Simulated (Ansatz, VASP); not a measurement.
MnS in VASP and in Ansatz

File INCAR:

```
  PREC = Accurate
  ENCUT = 520
  EDIFF = 1E-6
  ISMEAR = 0
  SIGMA = 0.05
  LREAL = False
  LASPH = True
  NELM = 150
  ALGO = Normal
  ISIF = 2
  LWAVE = False
  LCHARG = False
  LNONCOLLINEAR = True
  MAGMOM = 0 0 4.27 0 0 0.22
  LORBIT = 11
  LSORBIT = True
  GGA_COMPAT = False
  LORBMOM = True
  LMAXMIX = 4
  NBANDS = 31
```

File KPOINTS:

```
Automatic mesh
0
Gamma
  6 6 6
```

File POSCAR:

```
MnS
1.0
    0.0000000000      2.6122498900      2.6122498900
    2.6122498900      0.0000000000      2.6122498900
    2.6122498900      2.6122498900      0.0000000000
Mn S
1 1
Direct
    0.0000000000      0.0000000000      0.0000000000
    0.5000000000      0.5000000000      0.5000000000
```

Input for Ansatz:

```yaml
crystal:
  lattice:
    - [0.0, 2.61224989, 2.61224989]
    - [2.61224989, 0.0, 2.61224989]
    - [2.61224989, 2.61224989, 0.0]
  atoms:
    - { symbol: Mn, position: [0.0, 0.0, 0.0], spin: 5.0, spin_axis: [0.0, 0.0, 1.0] }
    - { symbol: S, position: [0.5, 0.5, 0.5] }
basis:
  ecutwfc: 420
  ecutrho_ratio: 4
kpoints:
  mp_grid: { grid: [6, 6, 6] }
hamiltonian:
  xc: lda
  hubbard:
    sites:
      - { site: 0, l: d, u_eff: 0.0, starting_ns: [{ occupation_matrix: s0 }] }
    occupation_matrices:
      s0:
        spinor_matrix:
          - [[0.97, 0.0], [0.0, 0.0], [0.0, 0.0], [0.0, 0.0], [0.0, 0.0], [0.0, 0.0], [0.0, 0.0], [0.0, 0.0], [0.0, 0.0], [0.0, 0.0]]
          - [[0.0, 0.0], [0.97, 0.0], [0.0, 0.0], [0.0, 0.0], [0.0, 0.0], [0.0, 0.0], [0.0, 0.0], [0.0, 0.0], [0.0, 0.0], [0.0, 0.0]]
          - [[0.0, 0.0], [0.0, 0.0], [0.97, 0.0], [0.0, 0.0], [0.0, 0.0], [0.0, 0.0], [0.0, 0.0], [0.0, 0.0], [0.0, 0.0], [0.0, 0.0]]
          - [[0.0, 0.0], [0.0, 0.0], [0.0, 0.0], [0.97, 0.0], [0.0, 0.0], [0.0, 0.0], [0.0, 0.0], [0.0, 0.0], [0.0, 0.0], [0.0, 0.0]]
          - [[0.0, 0.0], [0.0, 0.0], [0.0, 0.0], [0.0, 0.0], [0.97, 0.0], [0.0, 0.0], [0.0, 0.0], [0.0, 0.0], [0.0, 0.0], [0.0, 0.0]]
          - [[0.0, 0.0], [0.0, 0.0], [0.0, 0.0], [0.0, 0.0], [0.0, 0.0], [0.02, 0.0], [0.0, 0.0], [0.0, 0.0], [0.0, 0.0], [0.0, 0.0]]
          - [[0.0, 0.0], [0.0, 0.0], [0.0, 0.0], [0.0, 0.0], [0.0, 0.0], [0.0, 0.0], [0.02, 0.0], [0.0, 0.0], [0.0, 0.0], [0.0, 0.0]]
          - [[0.0, 0.0], [0.0, 0.0], [0.0, 0.0], [0.0, 0.0], [0.0, 0.0], [0.0, 0.0], [0.0, 0.0], [0.02, 0.0], [0.0, 0.0], [0.0, 0.0]]
          - [[0.0, 0.0], [0.0, 0.0], [0.0, 0.0], [0.0, 0.0], [0.0, 0.0], [0.0, 0.0], [0.0, 0.0], [0.0, 0.0], [0.02, 0.0], [0.0, 0.0]]
          - [[0.0, 0.0], [0.0, 0.0], [0.0, 0.0], [0.0, 0.0], [0.0, 0.0], [0.0, 0.0], [0.0, 0.0], [0.0, 0.0], [0.0, 0.0], [0.02, 0.0]]
    ns_hold: { iters: 12 }
scf:
  occupations: { method: gaussian, width: 0.05 }
  lower_state_search: "off"
  max_iter: 150
output:
  forces: true
  stress: true
  eigenvalues: true
  populations: true
  hubbard: { sites: [{ site: 0, l: d }] }
  write_density: true
  write_potential: true
  elf: true
  volumetric_format: npy
magnetization:
  noncollinear: true
  spin_orbit: true
```

Alike in both runs: task single point; functional LDA; k mesh 6 × 6 × 6; occupations gaussian, width 0.05 eV; non-collinear spin, spin-orbit coupling.

```csv
,VASP,Ansatz
version,VASP 6.6.1,Ansatz 0.2.0
potentials or method,"VASP PAW LDA potentials, release 64 (Mn_pv, S), cutoff 520 eV","plane waves, PAW"
valence electrons in the cell,19,21
```

VASP gave:

* pressure (GPa): -13.4
* net moment per atom (μB): 2.23

Question: Estimate Ansatz's values.

Answer: Pressure (GPa): -12.2; net moment per atom (μB): 2.28.

LDA's correlation is that of Perdew and Zunger in VASP and of Perdew and Wang (1992) in Ansatz. VASP's potentials hold 19 valence electrons a cell and Ansatz's 21, so a difference there can come from the potentials and not from the codes. Ansatz's warnings: stress scf threshold loose.
